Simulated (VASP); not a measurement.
Wanted: the native input for a VASP 6.6.1 run.

```yaml
Task: single point
Functional: B3LYP
Potentials_or_basis: VASP PAW PBE potentials, release 64 (In_d, P)
Cutoff: 520 eV
k_mesh: 4 × 4 × 4
Occupations: fermi-dirac, width 0.05 eV
Spin: no spin polarisation
Dipole_correction: no
Grid_for_exact_exchange_PRECFOCK: Normal
Further_INCAR_settings: ALGO = Normal; EDIFF = 1e-07; NBANDS = 16
```

The system is InP.

```
CELL_PARAMETERS angstrom
0.00000 2.98798 2.98798
2.98798 0.00000 2.98798
2.98798 2.98798 0.00000
ATOMIC_POSITIONS crystal
In 0.00000 0.00000 0.00000
P 0.75000 0.75000 0.75000
```

One way to write it, as run:

POSCAR

```
InP
1.0
    0.0000000000      2.9879753761      2.9879753761
    2.9879753761      0.0000000000      2.9879753761
    2.9879753761      2.9879753761      0.0000000000
In P
1 1
Direct
    0.0000000000      0.0000000000      0.0000000000
    0.7500000000      0.7500000000      0.7500000000
```

INCAR.step1

```
  PREC = Accurate
  ENCUT = 520
  EDIFF = 1E-5
  ISMEAR = -1
  SIGMA = 0.05
  LREAL = F
  LASPH = T
  NELM = 80
  ALGO = Normal
  ISIF = 2
  LWAVE = T
  LCHARG = F
  GGA = PE
  NBANDS = 16
```

INCAR.step2

```
  PREC = Accurate
  ENCUT = 520
  EDIFF = 1E-7
  ISMEAR = -1
  SIGMA = 0.05
  LREAL = F
  LASPH = T
  NELM = 80
  ALGO = Normal
  ISIF = 2
  LWAVE = F
  LCHARG = F
  GGA = B3
  LHFCALC = T
  AEXX = 0.2
  AGGAX = 0.72
  AGGAC = 0.81
  ALDAC = 0.19
  PRECFOCK = Normal
  ISTART = 1
  NBANDS = 16
```

KPOINTS

```
regular mesh
0
Gamma
  4 4 4
```

Potentials or basis: VASP PAW PBE potentials, release 64 (In_d, P).

Run with:

```sh
$ cat potpaw_PBE.64/In_d/POTCAR potpaw_PBE.64/P/POTCAR > POTCAR
$ cp INCAR.step1 INCAR
$ mpirun -np 1 vasp_std > vasp.out
$ cp INCAR.step2 INCAR
$ mpirun -np 1 vasp_std > vasp.out
```

Results of the run:

- Pressure: 0.3 GPa
- Band gap on the k mesh: 1.47 eV, direct

Caveat: the k points lie up to 0.46 Å⁻¹ apart; the PAW data sets were made with another functional, which shifts forces and pressure a little; spin-orbit coupling is left out, which moves the levels of the heavy elements.

Run time: 5.2 min on 1 thread of Intel(R) Xeon(R) Platinum 8375C CPU @ 2.90GHz (Ice Lake), with other jobs on the host, peak memory 0.18 GiB.
